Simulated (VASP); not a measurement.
# B8As7 (a cell with a defect) in VASP: a series of runs

Runs on B8As7 (a cell with a defect). Level: PBEsol. Tasks: single point, relaxation of the atoms.

Everything below comes from runs of VASP 6.6.1. Logs are shortened: lines on timing, memory, paths and dates and some standing lists are left out, and cuts for length are marked.

## Step 1: The cell of the first run

The cell holds a defect, 15 atoms: a = 6.743 Å, b = 6.743 Å, c = 6.743 Å, α = 60.00°, β = 60.00°, γ = 60.00°.

## Step 2: Single point, PBEsol

Contents of INCAR:

```
SYSTEM = B8As7
PREC = Accurate ; ENCUT = 520
EDIFF = 1E-6 ; ISMEAR = 0
SIGMA = 0.05 ; LREAL = Auto
LASPH = .TRUE. ; NELM = 100
ALGO = Normal ; ISIF = 2
LWAVE = .FALSE. ; LCHARG = .FALSE.
GGA = PS ; NBANDS = 42
NELECT = 56.0
```

Contents of KPOINTS:

```
regular mesh
0
G
  4 4 4
  0 0 0
```

Contents of POSCAR:

```
B8As7
1.0
    0.0000000000      4.7678758052     -4.7678758052
    4.7678758052      4.7678758052      0.0000000000
    4.7678758052      0.0000000000     -4.7678758052
B As
8 7
Direct
   -0.0206232075     -0.0206232075      0.5618696225
   -0.0038138230      0.5012712743      0.5012712743
    0.5012712743     -0.0038138230      0.5012712743
    0.5012712743      0.5012712743      0.5012712743
   -0.0206232075     -0.0206232075      0.9793767925
   -0.0206232075      0.5618696225      0.9793767925
    0.5618696225     -0.0206232075      0.9793767925
    0.5012712743      0.5012712743      0.9961861770
    0.1305364575      0.6194635425      0.1305364575
    0.6194635425      0.1305364575      0.1305364575
    0.6194635425      0.6194635425      0.1305364575
    0.1305364575      0.1305364575      0.6194635425
    0.1305364575      0.6194635425      0.6194635425
    0.6194635425      0.1305364575      0.6194635425
    0.6250000000      0.6250000000      0.6250000000
```

Potentials or basis: VASP PAW PBE potentials, release 64 (B, As).

On the command line:

```sh
cat potpaw_PBE.64/B/POTCAR potpaw_PBE.64/As/POTCAR > POTCAR
mpirun -np 1 vasp_std > vasp.out
```

OUTCAR:

```text
SYSTEM = B8As7
   PREC = Accurate
   ENCUT = 520
   EDIFF = 1E-6
   ISMEAR = 0
   LREAL = Auto
   LASPH = .TRUE.
   NELM = 100
   ISIF = 2
   GGA = PS
   NELECT = 56.0

 ion  position               nearest neighbor table
   1  0.979  0.979  0.562-  13 2.01  14 2.01  12 2.01
   2  0.996  0.501  0.501-   9 2.04  12 2.04  13 2.04  15 2.04
   3  0.501  0.996  0.501-  10 2.04  12 2.04  14 2.04  15 2.04
   4  0.501  0.501  0.501-  11 2.04  13 2.04  14 2.04  15 2.04
   5  0.979  0.979  0.979-  10 2.01  12 2.01   9 2.01
   6  0.979  0.562  0.979-  11 2.01  13 2.01   9 2.01
   7  0.562  0.979  0.979-  11 2.01  14 2.01  10 2.01
   8  0.501  0.501  0.996-   9 2.04  10 2.04  11 2.04  15 2.04
   9  0.131  0.619  0.131-   5 2.01   6 2.01   2 2.04   8 2.04
  10  0.619  0.131  0.131-   5 2.01   7 2.01   3 2.04   8 2.04
  11  0.619  0.619  0.131-   6 2.01   7 2.01   4 2.04   8 2.04
  12  0.131  0.131  0.619-   5 2.01   1 2.01   3 2.04   2 2.04
  13  0.131  0.619  0.619-   1 2.01   6 2.01   4 2.04   2 2.04
  14  0.619  0.131  0.619-   1 2.01   7 2.01   4 2.04   3 2.04
  15  0.625  0.625  0.625-   2 2.04   3 2.04   8 2.04   4 2.04

  LATTYP: Found a face centered cubic cell.
 ALAT       =     9.5357516104

  Lattice vectors:

 A1 = (   0.0000000000,   4.7678758052,  -4.7678758052)
 A2 = (   4.7678758052,   4.7678758052,   0.0000000000)
 A3 = (   4.7678758052,   0.0000000000,  -4.7678758052)

Analysis of symmetry for initial positions (statically):
=====================================================================
 Subroutine PRICEL returns:
 Original cell was already a primitive cell.

 Routine SETGRP: Setting up the symmetry group for a
 face centered cubic supercell.

 Subroutine GETGRP returns: Found 24 space group operations
 (whereof  6 operations were pure point group operations)
 out of a pool of 48 trial point group operations.

The static configuration has the point symmetry C_3v.
 The point group associated with its full space group is T_d .

Analysis of symmetry for dynamics (positions and initial velocities):
=====================================================================
 Subroutine PRICEL returns:
 Original cell was already a primitive cell.

 Routine SETGRP: Setting up the symmetry group for a
 face centered cubic supercell.

 Subroutine GETGRP returns: Found 24 space group operations
 (whereof  6 operations were pure point group operations)
 out of a pool of 48 trial point group operations.

The dynamic configuration has the point symmetry C_3v.
 The point group associated with its full space group is T_d .

 Subroutine INISYM returns: Found 24 space group operations
 (whereof  6 operations are pure point group operations),
 and found     1 'primitive' translations

----------------------------------------------------------------------------------------

                                     Primitive cell

  volume of cell :     216.7728

  direct lattice vectors                    reciprocal lattice vectors
     0.000000000  4.767875805 -4.767875805    -0.104868503  0.104868503 -0.104868503
     4.767875805  4.767875805  0.000000000     0.104868503  0.104868503  0.104868503
     4.767875805  0.000000000 -4.767875805     0.104868503 -0.104868503 -0.104868503

  length of vectors
     6.742794627  6.742794627  6.742794627     0.181637576  0.181637576  0.181637576

  position of ions in fractional coordinates (direct lattice)
     0.979376792  0.979376792  0.561869622
     0.996186177  0.501271274  0.501271274
     0.501271274  0.996186177  0.501271274
     0.501271274  0.501271274  0.501271274
     0.979376792  0.979376792  0.979376792
     0.979376792  0.561869622  0.979376792
     0.561869622  0.979376792  0.979376792
     0.501271274  0.501271274  0.996186177
     0.130536457  0.619463543  0.130536457
     0.619463543  0.130536457  0.130536457
     0.619463543  0.619463543  0.130536457
     0.130536457  0.130536457  0.619463543
     0.130536457  0.619463543  0.619463543
     0.619463543  0.130536457  0.619463543
     0.625000000  0.625000000  0.625000000

  ion indices of the primitive-cell ions
   primitive index   ion index
                 1           1
                 2           2
                 3           3
                 4           4
                 5           5
                 6           6
                 7           7
                 8           8
                 9           9
                10          10
                11          11
                12          12
                13          13
                14          14
                15          15

----------------------------------------------------------------------------------------

 KPOINTS: regular mesh

Automatic generation of k-mesh.
 Grid dimensions read from file:
 generate k-points for:    4    4    4

 Generating k-lattice:

  Cartesian coordinates                     Fractional coordinates (reciprocal lattice)
    -0.026217126  0.026217126 -0.026217126     0.250000000  0.000000000  0.000000000
     0.026217126  0.026217126  0.026217126     0.000000000  0.250000000  0.000000000
     0.026217126 -0.026217126 -0.026217126     0.000000000  0.000000000  0.250000000

  Length of vectors
     0.045409394  0.045409394  0.045409394

  Shift w.r.t. Gamma in fractional coordinates (k-lattice)
     0.000000000  0.000000000  0.000000000

 Subroutine IBZKPT returns following result:
 ===========================================

 Found      8 irreducible k-points:

 Following reciprocal coordinates:
            Coordinates               Weight
  0.000000  0.000000  0.000000      1.000000
  0.250000  0.000000  0.000000      8.000000
  0.500000  0.000000  0.000000      4.000000
  0.250000  0.250000  0.000000      6.000000
  0.500000  0.250000  0.000000     24.000000
 -0.250000  0.250000  0.000000     12.000000
  0.500000  0.500000  0.000000      3.000000
 -0.250000  0.500000  0.250000      6.000000
   k-points           NKPTS =      8   k-points in BZ     NKDIM =      8   number of bands    NBANDS=     42
   number of dos      NEDOS =    301   number of ions     NIONS =     15
   total plane-waves  NPLWV = 125000
   dimension x,y,z NGX =    50 NGY =   50 NGZ =   50
   dimension x,y,z NGXF=   100 NGYF=  100 NGZF=  100
   ions per type =               8   7
   NGX,Y,Z   is equivalent  to a cutoff of  12.33, 12.33, 12.33 a.u.
   NGXF,Y,Z  is equivalent  to a cutoff of  24.66, 24.66, 24.66 a.u.
 SYSTEM =  B8As7
   PREC   = accura    normal or accurate (medium, high low for compatibility)
   ISTART =      0    job   : 0-new  1-cont  2-samecut
   ICHARG =      2    charge: 1-file 2-atom 10-const
   ISPIN  =      1    spin polarized calculation?
   LNONCOLLINEAR =      F non collinear calculations
   LSORBIT =      F    spin-orbit coupling
   LASPH  =      T    aspherical Exc in radial PAW
   ENCUT  =  520.0 eV  38.22 Ry    6.18 a.u.  12.54 12.54 12.54*2*pi/ulx,y,z
   NELM   =    100;   NELMIN=  2; NELMDL= -5     # of ELM steps
   EDIFF  = 0.1E-05   stopping-criterion for ELM
   LREAL  =      T    real-space projection
   EDIFFG = 0.1E-04   stopping-criterion for IOM
   NSW    =      0    number of steps for IOM
   IBRION =     -1    ionic relax: 0-MD 1-quasi-New 2-CG
   NFREE  =      0    steps in history (QN), initial steepest desc. (CG)
   ISIF   =      2    stress and relaxation
   ISYM   =      2    0-nonsym 1-usesym 2-fastsym
   POTIM  = 0.5000    time-step for ionic-motion
   TEBEG  =    0.0;   TEEND  =   0.0 temperature during run
   PSTRESS=    0.0 pullay stress
   NELECT =      56.0000    total number of electrons
   NUPDOWN=      -1.0000    fix difference up-down
   EMIN   =  10.00;   EMAX   =-10.00  energy-range for DOS
   EFERMI =   0.00;   METHOD = LEGACY
   ISMEAR =     0;   SIGMA  =   0.05  broadening in eV -4-tet -1-fermi 0-gaus
   EFERMI_NEDOS =   21; number of points for ismear=-14 and -15
   IALGO  =     38    algorithm
   IMIX   =      4    mixing-type and parameters
     AMIX     =   0.40;   BMIX     =  1.00
     AMIX_MAG =   1.60;   BMIX_MAG =  1.00
  volume/ion in A,a.u.               =      14.45        97.52
  Fermi-wavevector in a.u.,A,eV,Ry     =   1.042644  1.970311 14.790972  1.087106
  Thomas-Fermi vector in A             =   2.177318
   LORBIT       =      0    0 simple, 1 ext, 2 COOP (PROOUT), +10 PAW based schemes
   GGA     = PS    functional components
   LHFCALC =     F    Hartree Fock is set to
   AEXX    =    0.0000 exact exchange contribution
   IVDW    =     0    specifies the selected vdW correction
   LEPSILON=     F    determine dielectric tensor
   LRPA    =     F    only Hartree local field effects (RPA)
 non-spin polarized calculation
 Gauss-broadening in eV      SIGMA  =   0.05
  energy-cutoff  :      520.00
  volume of cell :      216.77
 maximum number of plane-waves:      5874
   NGX = 25   NGY = 25   NGZ = 25

 number of electron      55.9999994 magnetization

 Free energy of the ion-electron system (eV)
  ---------------------------------------------------
  ext. energy  EPLUGINS =         0.00000000
  ---------------------------------------------------
  free energy    TOTEN  =      -101.32883174 eV

  energy without entropy =     -101.32018521  energy(sigma->0) =     -101.32450847

 E-fermi :   3.8274     XC(G=0): -10.0129

 val. band max:        3.7424547048   @ k =   0.5000   0.0000   0.0000
 cond. band min:       3.8329991564   @ k =   0.5000   0.0000   0.0000
 fundamental gap:      0.0905444515
 Fermi energy:         3.8273783852

 k-point     1 :       0.0000    0.0000    0.0000
  band No.  band energies     occupation
      1     -10.1528      2.00000
      2      -7.5641      2.00000
      3      -7.5641      2.00000
      4      -7.5641      2.00000
      5      -6.8548      2.00000
      6      -6.2213      2.00000
[... 333 lines left out ...]
     39       9.7541      0.00000
     40      10.0607      0.00000
 [bands above 40 left out]

------------------------ aborting loop because EDIFF is reached ----------------------------------------

  FORCE on cell =-STRESS in cart. coord.  units (eV):
  Direction    XX          YY          ZZ          XY          YZ          ZX
  --------------------------------------------------------------------------------------
  -------------------------------------------------------------------------------------
  Total      -22.9511269    -22.9511269    -22.9511269     -0.0000000     -0.0000000      0.0000000
  in kB     -169.6327875   -169.6327875   -169.6327875     -0.0000000     -0.0000000      0.0000000
  external PRESSURE =    -169.6327875 kB  Pullay stress =       0.0000000 kB

 VOLUME and BASIS-vectors are now :
 -----------------------------------------------------------------------------
  energy-cutoff  :      520.00
  volume of cell :      216.77
      direct lattice vectors                 reciprocal lattice vectors
     0.000000000  4.767875805 -4.767875805    -0.104868503  0.104868503 -0.104868503
     4.767875805  4.767875805  0.000000000     0.104868503  0.104868503  0.104868503
     4.767875805  0.000000000 -4.767875805     0.104868503 -0.104868503 -0.104868503

 POSITION                                       TOTAL-FORCE (eV/Angst)
 -----------------------------------------------------------------------------------
      7.34847      9.33909     -7.34847        -0.016820      0.016820      0.016820
      4.78000      7.13969     -7.13969         0.004114     -0.004114      0.004114
      7.13969      7.13969     -4.78000        -0.004114     -0.004114     -0.004114
      4.78000      4.78000     -4.78000         0.004114      0.004114     -0.004114
      9.33909      9.33909     -9.33909         0.016820      0.016820     -0.016820
      7.34847      7.34847     -9.33909        -0.016820     -0.016820     -0.016820
      9.33909      7.34847     -7.34847         0.016820     -0.016820      0.016820
      7.13969      4.78000     -7.13969        -0.004114      0.004114      0.004114
      3.57591      3.57591     -1.24476         0.000000     -0.000000     -0.035602
      1.24476      3.57591     -3.57591         0.035602     -0.000000     -0.000000
      3.57591      5.90705     -3.57591         0.000000     -0.035602     -0.000000
      3.57591      1.24476     -3.57591         0.000000      0.035602     -0.000000
      5.90705      3.57591     -3.57591        -0.035602     -0.000000     -0.000000
      3.57591      3.57591     -5.90705         0.000000     -0.000000      0.035602
      5.95984      5.95984     -5.95984         0.000000      0.000000     -0.000000
 -----------------------------------------------------------------------------------
    total drift:                                0.000001      0.000001     -0.000001

  FREE ENERGIE OF THE ION-ELECTRON SYSTEM (eV)
  ---------------------------------------------------
  free  energy   TOTEN  =      -101.3288317379 eV

  energy  without entropy=     -101.3201852107  energy(sigma->0) =     -101.32450847
```

Wall time 95 s (1 thread of Intel Xeon Platinum 8488C (Sapphire Rapids), shared host); peak memory 0.35 GiB.

Results:

```yaml
Free_energy: -101.3288 eV
Largest_force: 0.036 eV/Å
```

Forces in eV/Å, atoms in the order of the input:
```
B   -0.017  0.017  0.017
B    0.004 -0.004  0.004
B   -0.004 -0.004 -0.004
B    0.004  0.004 -0.004
B    0.017  0.017 -0.017
B   -0.017 -0.017 -0.017
B    0.017 -0.017  0.017
B   -0.004  0.004  0.004
As   0.000  0.000 -0.036
As   0.036  0.000  0.000
As   0.000 -0.036  0.000
As   0.000  0.036  0.000
As  -0.036  0.000  0.000
As   0.000  0.000  0.036
As   0.000  0.000  0.000
```

Caveat: the cell carries a net charge on a neutralising background, which shifts energy and pressure; the cell is charged against a uniform background, so pressure and absolute levels hang on convention; the PAW data sets were made with another functional, which shifts forces and pressure a little.

## Step 3: Relaxation of the atoms, PBEsol

Contents of INCAR:

```
PREC = Accurate
ENCUT = 520
EDIFF = 1E-7
ISMEAR = 0
SIGMA = 0.05
LREAL = Auto
LASPH = True
NELM = 80
ALGO = Normal
ISIF = 2
LWAVE = False
LCHARG = False
GGA = PS
IBRION = 2
NSW = 70
EDIFFG = -0.02
NELECT = 56.0
```

Contents of KPOINTS:

```
Automatic mesh
0
Gamma
  4 4 4
```

Contents of POSCAR:

```
B8As7
1.0
    0.0000000000      4.7678758052     -4.7678758052
    4.7678758052      4.7678758052      0.0000000000
    4.7678758052      0.0000000000     -4.7678758052
B As
8 7
Direct
    0.0000000000      0.0000000000      0.5000000000
    0.0000000000      0.5000000000      0.5000000000
    0.5000000000      0.0000000000      0.5000000000
    0.5000000000      0.5000000000      0.5000000000
    0.0000000000      0.0000000000      1.0000000000
    0.0000000000      0.5000000000      1.0000000000
    0.5000000000      0.0000000000      1.0000000000
    0.5000000000      0.5000000000      1.0000000000
    0.1250000000      0.6250000000      0.1250000000
    0.6250000000      0.1250000000      0.1250000000
    0.6250000000      0.6250000000      0.1250000000
    0.1250000000      0.1250000000      0.6250000000
    0.1250000000      0.6250000000      0.6250000000
    0.6250000000      0.1250000000      0.6250000000
    0.6250000000      0.6250000000      0.6250000000
```

Potentials or basis: VASP PAW PBE potentials, release 64 (B, As).

On the command line:

```sh
cat potpaw_PBE.64/B/POTCAR potpaw_PBE.64/As/POTCAR > POTCAR
mpirun -np 1 vasp_std > vasp.out
```

Run time: 8.8 min. Hardware: 1 thread of Intel Xeon Platinum 8488C (Sapphire Rapids), shared host; peak memory 0.36 GiB.

It converged, with:

```yaml
Free_energy: -101.3292 eV
Energy_gained_by_relaxing: 70.2 meV/atom
Ionic_steps: 9
Largest_force_after_relaxing: 0.007 eV/Å
```

Forces on the atoms (eV/Å):
```
B    0.004 -0.004 -0.004
B    0.001 -0.001  0.001
B   -0.001 -0.001 -0.001
B    0.001  0.001 -0.001
B   -0.004 -0.004  0.004
B    0.004  0.004  0.004
B   -0.004  0.004 -0.004
B   -0.001  0.001  0.001
As   0.000  0.000  0.006
As  -0.006  0.000  0.000
As   0.000  0.006  0.000
As   0.000 -0.006  0.000
As   0.006  0.000  0.000
As   0.000  0.000 -0.006
As   0.000  0.000  0.000
```

Step by step:
| step | energy change (eV) | largest force (eV/Å) | pressure (GPa) |
| --- | --- | --- | --- |
| 1 | 0.0000 | 1.2334 | -22.70 |
| 2 | -0.3191 | 1.1056 | -21.42 |
| 3 | -0.5774 | 1.0618 | -19.12 |
| 4 | -0.7477 | 0.9455 | -18.49 |
| 5 | -0.9820 | 0.6131 | -16.97 |
| 6 | -1.0422 | 0.2891 | -17.02 |
| 7 | -1.0512 | 0.1095 | -17.00 |
| 8 | -1.0527 | 0.0463 | -17.04 |
| 9 | -1.0530 | 0.0070 | -17.06 |

Final structure:
```xyz
15
Lattice="0.0000 4.7679 -4.7679 4.7679 4.7679 0.0000 4.7679 0.0000 -4.7679" Properties=species:S:1:pos:R:3 pbc="T T T"
B     7.3444    9.3432   -7.3444
B     4.7800    7.1397   -7.1397
B     7.1397    7.1397   -4.7800
B     4.7800    4.7800   -4.7800
B     9.3432    9.3432   -9.3432
B     7.3444    7.3444   -9.3432
B     9.3432    7.3444   -7.3444
B     7.1397    4.7800   -7.1397
As    3.5759    3.5759   -1.2458
As    1.2458    3.5759   -3.5759
As    3.5759    5.9060   -3.5759
As    3.5759    1.2458   -3.5759
As    5.9060    3.5759   -3.5759
As    3.5759    3.5759   -5.9060
As    5.9598    5.9598   -5.9598
```

Levels at points of the mesh, in eV from the Fermi level:
```csv
k point,band 24,band 25,band 26,band 27,band 28,band 29,band 30,band 31,band 32,band 33
"(0.00, 0.00, 0.00)",-0.32,-0.32,-0.32,0.35,0.35,0.35,2.81,3.04,3.04,3.04
"(0.50, 0.00, 0.00)",-1.51,-1.14,-1.14,-0.08,0.01,0.01,1.97,3.54,3.54,3.63
"(0.50, 0.50, 0.00)",-1.55,-1.42,-1.15,-1.15,-0.35,0.43,1.91,3.27,3.27,3.37
```

Caveat: the cell carries a net charge on a neutralising background, which shifts energy and pressure; the cell is charged against a uniform background, so pressure and absolute levels hang on convention; the PAW data sets were made with another functional, which shifts forces and pressure a little.
